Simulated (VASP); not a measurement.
A run of VASP 6.6.1 is set up as follows.

POSCAR

```
HfN
1.0
    0.0000000000      2.4548220000      2.2707103500
    2.4548220000      0.0000000000      2.2707103500
    2.4548220000      2.4548220000      0.0000000000
Hf N
1 1
Direct
    0.0000000000      0.0000000000      0.0000000000
    0.7500000000      0.7500000000      0.7500000000
```

INCAR.step1

```
ALGO     = Normal         # electronic algorithm
EDIFF    = 1E-4           # SCF threshold, eV
ENCUT    = 520            # plane-wave cutoff, eV
GGA      = PE             # functional
ISMEAR   = 0              # smearing method
LASPH    = True           # aspherical terms in the spheres
LCHARG   = False          # write CHGCAR
LREAL    = False          # projectors in reciprocal space
LWAVE    = True           # write WAVECAR
NBANDS   = 14             # bands
NELM     = 60             # most SCF steps
PREC     = Accurate       # precision mode
SIGMA    = 0.15           # smearing width, eV
```

INCAR.step2

```
ALGO     = Normal         # electronic algorithm
EDIFF    = 1E-6           # SCF threshold, eV
ENCUT    = 520            # plane-wave cutoff, eV
ISIF     = 2              # what is computed and relaxed
ISMEAR   = 0              # smearing method
ISTART   = 1            
LASPH    = True           # aspherical terms in the spheres
LCHARG   = False          # write CHGCAR
LMIXTAU  = True         
LREAL    = False          # projectors in reciprocal space
LWAVE    = False          # write WAVECAR
METAGGA  = R2SCAN         # meta-GGA
NBANDS   = 14             # bands
NELM     = 60             # most SCF steps
PREC     = Accurate       # precision mode
SIGMA    = 0.15           # smearing width, eV
```

Contents of KPOINTS:

```
k-points
0
Gamma
  16 16 16
```

Potentials or basis: VASP PAW PBE potentials, release 64 (Hf_pv, N).

Run with:

```bash
$ cat potpaw_PBE.64/Hf_pv/POTCAR potpaw_PBE.64/N/POTCAR > POTCAR
$ cp INCAR.step1 INCAR
$ mpirun -np 1 vasp_std > vasp.out
$ cp INCAR.step2 INCAR
$ mpirun -np 1 vasp_std > vasp.out
```

(1) Estimate the pressure.

(2) Predict the band gap on the k mesh.

Results:

(1) 13.8 GPa.

(2) zero (an odd number of electrons rules out a gap without spin polarisation).

Caveat: the cell differs from its parent crystal (strain -0.0750 x Voigt [0, 0, 1, 0, 0, 0]); the cell stands under pressure; the PAW data sets were made with another functional, which shifts forces and pressure a little; spin-orbit coupling is left out, which moves the levels of the heavy elements.
